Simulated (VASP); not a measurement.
# Cu (Fm-3m) in VASP: a series of runs

The runs below take Cu through single point, relaxation of cell and atoms, with PBE.

Everything below comes from runs of VASP 6.6.1. Logs are shortened: lines on timing, memory, paths and dates and some standing lists are left out, and cuts for length are marked.

## Step 1: The cell of the first run

It takes space group Fm-3m (No. 225, cubic). The conventional cell has a = 3.628 Å, b = 3.628 Å, c = 3.628 Å, α = 90.00°, β = 90.00°, γ = 90.00°. Within 3.4 Å of Cu (site symmetry m-3m) lie 12 Cu at 2.57 Å.

## Step 2: Single point, PBE

INCAR

```
ALGO = Normal
EDIFF = 1E-6
ENCUT = 520
GGA = PE
ISIF = 2
ISMEAR = -1
LASPH = T
LCHARG = T
LELF = T
LREAL = F
LVHAR = T
LWAVE = F
NBANDS = 12
NELM = 60
PREC = Accurate
SIGMA = 0.02
```

KPOINTS

```
k-points
0
Gamma
  12 12 12
```

POSCAR

```
Cu
1.0
    0.0000000000      1.8139421520      1.8139421520
    1.8139421520      0.0000000000      1.8139421520
    1.8139421520      1.8139421520      0.0000000000
Cu
1
Direct
    0.0000000000      0.0000000000      0.0000000000
```

Potentials or basis: VASP PAW PBE potentials, release 64 (Cu).

The run is started by

```sh
$ cat potpaw_PBE.64/Cu/POTCAR > POTCAR
$ mpirun -np 1 vasp_std > vasp.out
```

OUTCAR:

```text
EDIFF = 1E-6
   ENCUT = 520
   GGA = PE
   ISIF = 2
   ISMEAR = -1
   LASPH = T
   LREAL = F
   NELM = 60
   PREC = Accurate

 ion  position               nearest neighbor table
   1  0.000  0.000  0.000-

  LATTYP: Found a face centered cubic cell.
 ALAT       =     3.6278843040

  Lattice vectors:

 A1 = (   0.0000000000,   1.8139421520,   1.8139421520)
 A2 = (   1.8139421520,   0.0000000000,   1.8139421520)
 A3 = (   1.8139421520,   1.8139421520,   0.0000000000)

Analysis of symmetry for initial positions (statically):
=====================================================================
 Subroutine PRICEL returns:
 Original cell was already a primitive cell.

 Routine SETGRP: Setting up the symmetry group for a
 face centered cubic supercell.

 Subroutine GETGRP returns: Found 48 space group operations
 (whereof 48 operations were pure point group operations)
 out of a pool of 48 trial point group operations.

The static configuration has the point symmetry O_h .

Analysis of symmetry for dynamics (positions and initial velocities):
=====================================================================
 Subroutine PRICEL returns:
 Original cell was already a primitive cell.

 Routine SETGRP: Setting up the symmetry group for a
 face centered cubic supercell.

 Subroutine GETGRP returns: Found 48 space group operations
 (whereof 48 operations were pure point group operations)
 out of a pool of 48 trial point group operations.

The dynamic configuration has the point symmetry O_h .

 Subroutine INISYM returns: Found 48 space group operations
 (whereof 48 operations are pure point group operations),
 and found     1 'primitive' translations

----------------------------------------------------------------------------------------

                                     Primitive cell

  volume of cell :      11.9371

  direct lattice vectors                    reciprocal lattice vectors
     0.000000000  1.813942152  1.813942152    -0.275642748  0.275642748  0.275642748
     1.813942152  0.000000000  1.813942152     0.275642748 -0.275642748  0.275642748
     1.813942152  1.813942152  0.000000000     0.275642748  0.275642748 -0.275642748

  length of vectors
     2.565301593  2.565301593  2.565301593     0.477427245  0.477427245  0.477427245

  position of ions in fractional coordinates (direct lattice)
     0.000000000  0.000000000  0.000000000

  ion indices of the primitive-cell ions
   primitive index   ion index
                 1           1

----------------------------------------------------------------------------------------

 KPOINTS: k-points

Automatic generation of k-mesh.
 Grid dimensions read from file:
 generate k-points for:   12   12   12

 Generating k-lattice:

  Cartesian coordinates                     Fractional coordinates (reciprocal lattice)
    -0.022970229  0.022970229  0.022970229     0.083333333  0.000000000  0.000000000
     0.022970229 -0.022970229  0.022970229     0.000000000  0.083333333  0.000000000
     0.022970229  0.022970229 -0.022970229     0.000000000  0.000000000  0.083333333

  Length of vectors
     0.039785604  0.039785604  0.039785604

  Shift w.r.t. Gamma in fractional coordinates (k-lattice)
     0.000000000  0.000000000  0.000000000

 Subroutine IBZKPT returns following result:
 ===========================================

 Found     72 irreducible k-points:

 Following reciprocal coordinates:
            Coordinates               Weight
  0.000000  0.000000  0.000000      1.000000
  0.083333  0.000000  0.000000      8.000000
  0.166667  0.000000  0.000000      8.000000
  0.250000  0.000000  0.000000      8.000000
  0.333333  0.000000  0.000000      8.000000
  0.416667  0.000000  0.000000      8.000000
[... 16 lines left out ...]
  0.500000  0.166667  0.000000     24.000000
 -0.416667  0.166667  0.000000     24.000000
 [... further k-points ...]
   k-points           NKPTS =     72   k-points in BZ     NKDIM =     72   number of bands    NBANDS=     12
   number of dos      NEDOS =    301   number of ions     NIONS =      1
   total plane-waves  NPLWV =   8000
   dimension x,y,z NGX =    20 NGY =   20 NGZ =   20
   dimension x,y,z NGXF=    40 NGYF=   40 NGZF=   40
   ions per type =               1
   NGX,Y,Z   is equivalent  to a cutoff of  12.96, 12.96, 12.96 a.u.
   NGXF,Y,Z  is equivalent  to a cutoff of  25.92, 25.92, 25.92 a.u.
 SYSTEM =  unknown system
   PREC   = accura    normal or accurate (medium, high low for compatibility)
   ISTART =      0    job   : 0-new  1-cont  2-samecut
   ICHARG =      2    charge: 1-file 2-atom 10-const
   ISPIN  =      1    spin polarized calculation?
   LNONCOLLINEAR =      F non collinear calculations
   LSORBIT =      F    spin-orbit coupling
   LASPH  =      T    aspherical Exc in radial PAW
   ENCUT  =  520.0 eV  38.22 Ry    6.18 a.u.   4.77  4.77  4.77*2*pi/ulx,y,z
   NELM   =     60;   NELMIN=  2; NELMDL= -5     # of ELM steps
   EDIFF  = 0.1E-05   stopping-criterion for ELM
   LREAL  =      F    real-space projection
   EDIFFG = 0.1E-04   stopping-criterion for IOM
   NSW    =      0    number of steps for IOM
   IBRION =     -1    ionic relax: 0-MD 1-quasi-New 2-CG
   NFREE  =      0    steps in history (QN), initial steepest desc. (CG)
   ISIF   =      2    stress and relaxation
   ISYM   =      2    0-nonsym 1-usesym 2-fastsym
   POTIM  = 0.5000    time-step for ionic-motion
   TEBEG  =    0.0;   TEEND  =   0.0 temperature during run
   PSTRESS=    0.0 pullay stress
   NELECT =      11.0000    total number of electrons
   NUPDOWN=      -1.0000    fix difference up-down
   EMIN   =  10.00;   EMAX   =-10.00  energy-range for DOS
   EFERMI =   0.00;   METHOD = LEGACY
   ISMEAR =    -1;   SIGMA  =   0.02  broadening in eV -4-tet -1-fermi 0-gaus
   EFERMI_NEDOS =   21; number of points for ismear=-14 and -15
   IALGO  =     38    algorithm
   IMIX   =      4    mixing-type and parameters
     AMIX     =   0.40;   BMIX     =  1.00
     AMIX_MAG =   1.60;   BMIX_MAG =  1.00
  volume/ion in A,a.u.               =      11.94        80.56
  Fermi-wavevector in a.u.,A,eV,Ry     =   1.593085  3.010494 34.530497  2.537920
  Thomas-Fermi vector in A             =   2.691370
   LORBIT       =      0    0 simple, 1 ext, 2 COOP (PROOUT), +10 PAW based schemes
   GGA     = PE    functional components
   LHFCALC =     F    Hartree Fock is set to
   AEXX    =    0.0000 exact exchange contribution
   IVDW    =     0    specifies the selected vdW correction
   LEPSILON=     F    determine dielectric tensor
   LRPA    =     F    only Hartree local field effects (RPA)
 non-spin polarized calculation
  energy-cutoff  :      520.00
  volume of cell :       11.94
 maximum number of plane-waves:       332
   NGX =  9   NGY =  9   NGZ =  9

 number of electron      10.9999998 magnetization

 Free energy of the ion-electron system (eV)
  ---------------------------------------------------
  ext. energy  EPLUGINS =         0.00000000
  ---------------------------------------------------
  free energy    TOTEN  =        -3.72420236 eV

  energy without entropy =       -3.72371210  energy(sigma->0) =       -3.72395723

 E-fermi :   7.3624     XC(G=0): -12.6649

 val. band max:        7.3547826175   @ k =   0.4167   0.4167   0.0000
 cond. band min:       7.3643594308   @ k =   0.5000   0.3333   0.1667
 fundamental gap:      0.0095768132
 Fermi energy:         7.3624024604

 k-point     1 :       0.0000    0.0000    0.0000
  band No.  band energies     occupation
      1      -1.8169      2.00000
      2       4.4537      2.00000
      3       4.4537      2.00000
      4       4.4537      2.00000
      5       5.2620      2.00000
      6       5.2620      2.00000
      7      29.9622      0.00000
      8      32.5234      0.00000
      9      32.5234      0.00000
     10      32.5234      0.00000
     11      35.0061      0.00000
     12      35.0061      0.00000

 k-point     2 :       0.0833    0.0000    0.0000
  band No.  band energies     occupation
      1      -1.5665      2.00000
      2       4.4024      2.00000
      3       4.4991      2.00000
      4       4.4991      2.00000
      5       5.2451      2.00000
      6       5.2451      2.00000
      7      28.2116      0.00000
      8      30.7960      0.00000
      9      31.8311      0.00000
     10      31.8311      0.00000
     11      36.0483      0.00000
     12      36.0483      0.00000

 k-point     3 :       0.1667    0.0000    0.0000
  band No.  band energies     occupation
      1      -0.8355      2.00000
      2       4.2825      2.00000
      3       4.5898      2.00000
      4       4.5898      2.00000
      5       5.2369      2.00000
      6       5.2369      2.00000
      7      23.9882      0.00000
      8      30.3738      0.00000
      9      30.8539      0.00000
     10      30.8540      0.00000
     11      36.8546      0.00000
     12      37.3968      0.00000
[... 286 lines left out ...]
 k-point    23 :       0.5000    0.1667    0.0000
  band No.  band energies     occupation
      1       2.8530      2.00000
      2       4.0623      2.00000
      3       4.5378      2.00000
      4       4.7395      2.00000
      5       5.8398      2.00000
      6       7.9199      0.00000
      7      12.4185      0.00000
      8      23.0995      0.00000
      9      25.4598      0.00000
     10      27.6599      0.00000
     11      37.3750      0.00000
     12      37.7840      0.00000

 k-point    24 :      -0.4167    0.1667    0.0000
  band No.  band energies     occupation
      1       2.9098      2.00000
      2       4.1076      2.00000
      3       4.6235      2.00000
      4       4.7051      2.00000
      5       5.7251      2.00000
      6       8.4451      0.00000
      7      11.7226      0.00000
      8      22.1009      0.00000
      9      26.4814      0.00000
     10      28.0836      0.00000
     11      36.4851      0.00000
     12      37.2733      0.00000

 [... further k-points ...]
[... 5 lines left out ...]
  --------------------------------------------------------------------------------------
  -------------------------------------------------------------------------------------
  Total        0.0465141      0.0465141      0.0465141      0.0000000      0.0000000      0.0000000
  in kB        6.2430256      6.2430256      6.2430256      0.0000000      0.0000000      0.0000000
  external PRESSURE =       6.2430256 kB  Pullay stress =       0.0000000 kB

 VOLUME and BASIS-vectors are now :
 -----------------------------------------------------------------------------
  energy-cutoff  :      520.00
  volume of cell :       11.94
      direct lattice vectors                 reciprocal lattice vectors
     0.000000000  1.813942152  1.813942152    -0.275642748  0.275642748  0.275642748
     1.813942152  0.000000000  1.813942152     0.275642748 -0.275642748  0.275642748
     1.813942152  1.813942152  0.000000000     0.275642748  0.275642748 -0.275642748

 POSITION                                       TOTAL-FORCE (eV/Angst)
 -----------------------------------------------------------------------------------
      0.00000      0.00000      0.00000        -0.000000     -0.000000      0.000000
 -----------------------------------------------------------------------------------
    total drift:                               -0.000000     -0.000000     -0.000000

  FREE ENERGIE OF THE ION-ELECTRON SYSTEM (eV)
  ---------------------------------------------------
  free  energy   TOTEN  =        -3.7242023567 eV

  energy  without entropy=       -3.7237121026  energy(sigma->0) =       -3.72395723
```

Run time: 14 s. Hardware: 1 thread of AMD EPYC 7R43 (Zen 3), shared host; peak memory 0.09 GiB.

Results:

- Free energy: -3.7242 eV
- Pressure: 0.6 GPa

## Step 3: Relaxation of cell and atoms, PBE

This run uses another cell than the first one, of 11.81 Å³/atom, 0.989 times its volume.

INCAR

```
SYSTEM = Cu
PREC = Accurate
ENCUT = 600
EDIFF = 1E-6
ISMEAR = -1
SIGMA = 0.02
LREAL = .False.
LASPH = .True.
NELM = 60
ALGO = Normal
ISIF = 3
LWAVE = .False.
LCHARG = .False.
GGA = PE
IBRION = 2
NSW = 80
EDIFFG = -0.03
```

KPOINTS

```
Automatic mesh
0
Gamma
  12 12 12
  0 0 0
```

POSCAR

```
Cu
1.0
    0.0000000000      1.8075000000      1.8075000000
    1.8075000000      0.0000000000      1.8075000000
    1.8075000000      1.8075000000      0.0000000000
Cu
1
Direct
    0.0000000000      0.0000000000      0.0000000000
```

Potentials or basis: VASP PAW PBE potentials, release 64 (Cu).

The run is started by

```sh
$ cat potpaw_PBE.64/Cu/POTCAR > POTCAR
$ mpirun -np 1 vasp_std > vasp.out
```

OUTCAR:

```text
SYSTEM = Cu
   PREC = Accurate
   ENCUT = 600
   EDIFF = 1E-6
   ISMEAR = -1
   LREAL = .False.
   LASPH = .True.
   NELM = 60
   ISIF = 3
   GGA = PE
   IBRION = 2
   NSW = 80
   EDIFFG = -0.03

 ion  position               nearest neighbor table
   1  0.000  0.000  0.000-

  LATTYP: Found a face centered cubic cell.
 ALAT       =     3.6150000000

  Lattice vectors:

 A1 = (   0.0000000000,   1.8075000000,   1.8075000000)
 A2 = (   1.8075000000,   0.0000000000,   1.8075000000)
 A3 = (   1.8075000000,   1.8075000000,   0.0000000000)

Analysis of symmetry for initial positions (statically):
=====================================================================
 Subroutine PRICEL returns:
 Original cell was already a primitive cell.

 Routine SETGRP: Setting up the symmetry group for a
 face centered cubic supercell.

 Subroutine GETGRP returns: Found 48 space group operations
 (whereof 48 operations were pure point group operations)
 out of a pool of 48 trial point group operations.

The static configuration has the point symmetry O_h .

Analysis of symmetry for dynamics (positions and initial velocities):
=====================================================================
 Subroutine PRICEL returns:
 Original cell was already a primitive cell.

 Routine SETGRP: Setting up the symmetry group for a
 face centered cubic supercell.

 Subroutine GETGRP returns: Found 48 space group operations
 (whereof 48 operations were pure point group operations)
 out of a pool of 48 trial point group operations.

The dynamic configuration has the point symmetry O_h .

 Subroutine INISYM returns: Found 48 space group operations
 (whereof 48 operations are pure point group operations),
 and found     1 'primitive' translations
[... 117 lines left out ...]
   LORBIT       =      0    0 simple, 1 ext, 2 COOP (PROOUT), +10 PAW based schemes
   GGA     = PE    functional components
   LHFCALC =     F    Hartree Fock is set to
   AEXX    =    0.0000 exact exchange contribution
   IVDW    =     0    specifies the selected vdW correction
   LEPSILON=     F    determine dielectric tensor
   LRPA    =     F    only Hartree local field effects (RPA)
 conjugate gradient relaxation of ions
 non-spin polarized calculation
  energy-cutoff  :      600.00
  volume of cell :       11.81
 maximum number of plane-waves:       411
   NGX = 11   NGY = 11   NGZ = 11

--------------------------------------- Ionic step        1  -------------------------------------------

 number of electron      11.0000001 magnetization

 Free energy of the ion-electron system (eV)
  ---------------------------------------------------
  ext. energy  EPLUGINS =         0.00000000
  ---------------------------------------------------
  free energy    TOTEN  =        -3.72307543 eV

  energy without entropy =       -3.72260238  energy(sigma->0) =       -3.72283890

------------------------ aborting loop because EDIFF is reached ----------------------------------------

  FORCE on cell =-STRESS in cart. coord.  units (eV):
  Direction    XX          YY          ZZ          XY          YZ          ZX
  --------------------------------------------------------------------------------------
  -------------------------------------------------------------------------------------
  Total        0.1649704      0.1649704      0.1649704      0.0000000     -0.0000000      0.0000000
  in kB       22.3795702     22.3795702     22.3795702      0.0000000     -0.0000000      0.0000000
  external PRESSURE =      22.3795702 kB  Pullay stress =       0.0000000 kB
[... 57 lines left out ...]
--------------------------------------- Ionic step        3  -------------------------------------------

 number of electron      10.9999996 magnetization

 Free energy of the ion-electron system (eV)
  ---------------------------------------------------
  ext. energy  EPLUGINS =         0.00000000
  ---------------------------------------------------
  free energy    TOTEN  =        -3.72434949 eV

  energy without entropy =       -3.72385568  energy(sigma->0) =       -3.72410259

 E-fermi :   7.3003     XC(G=0): -12.6366

 val. band max:        7.2985747198   @ k =   0.4167   0.4167   0.0000
 cond. band min:       7.3007849336   @ k =   0.5000   0.3333   0.1667
 fundamental gap:      0.0022102139
 Fermi energy:         7.3002811639

 k-point     1 :       0.0000    0.0000    0.0000
  band No.  band energies     occupation
      1      -1.8402      2.00000
      2       4.4073      2.00000
      3       4.4073      2.00000
      4       4.4073      2.00000
      5       5.2094      2.00000
      6       5.2094      2.00000
      7      29.8612      0.00000
      8      32.3843      0.00000
      9      32.3843      0.00000
[... 265 lines left out ...]
 k-point    24 :      -0.4167    0.1667    0.0000
  band No.  band energies     occupation
      1       2.8736      2.00000
      2       4.0648      2.00000
      3       4.5776      2.00000
      4       4.6571      2.00000
      5       5.6690      2.00000
      6       8.3831      0.00000
      7      11.6380      0.00000
      8      21.9933      0.00000
      9      26.3574      0.00000

 [... further k-points ...]
[... 5 lines left out ...]
  --------------------------------------------------------------------------------------
  -------------------------------------------------------------------------------------
  Total       -0.0076765     -0.0076765     -0.0076765      0.0000000      0.0000000      0.0000000
  in kB       -1.0252144     -1.0252144     -1.0252144      0.0000000      0.0000000      0.0000000
  external PRESSURE =      -1.0252144 kB  Pullay stress =       0.0000000 kB
[... 16 lines left out ...]
  FREE ENERGIE OF THE ION-ELECTRON SYSTEM (eV)
  ---------------------------------------------------
  free  energy   TOTEN  =        -3.7243494922 eV

  energy  without entropy=       -3.7238556836  energy(sigma->0) =       -3.72410259

 reached required accuracy - stopping structural energy minimisation
```

CONTCAR:

```text
Cu
   1.00000000000000
     0.0000000000000000    1.8169524573649460    1.8169524573649460
     1.8169524573649460   -0.0000000000000000    1.8169524573649460
     1.8169524573649460    1.8169524573649460    0.0000000000000000
  Cu
     1
Direct
     0.0000000000000000    0.0000000000000000    0.0000000000000000

  0.00000000E+00  0.00000000E+00  0.00000000E+00
```

It took 19 s on 1 thread of AMD EPYC 7R43 (Zen 3), shared host; peak memory 0.1 GiB.

What came out:

```
Free energy                            : -3.7243 eV
Relaxed volume                         : 12.00 Å³/atom
Relaxed cell                           : a = 2.570 Å, b = 2.570 Å, c = 2.570 Å, α = 60.00°, β = 60.00°, γ = 60.00°
Space group after relaxing (to 0.05 Å) : Fm-3m (No. 225)
Energy gained by relaxing              : 1.3 meV/atom
Ionic steps                            : 3
Pressure after relaxing                : -0.1 GPa
```

The path:
| step | energy change (eV) | largest force (eV/Å) | pressure (GPa) | volume (Å³) |
| --- | --- | --- | --- | --- |
| 1 | 0.0000 | 0.0000 | 2.24 | 11.81 |
| 2 | -0.0009 | 0.0000 | -1.43 | 12.09 |
| 3 | -0.0013 | 0.0000 | -0.10 | 12.00 |

Final structure:
```
Cu
1.0
     0.00000    1.81695    1.81695
     1.81695    0.00000    1.81695
     1.81695    1.81695    0.00000
Cu
1
Direct
  0.00000 0.00000 0.00000
```
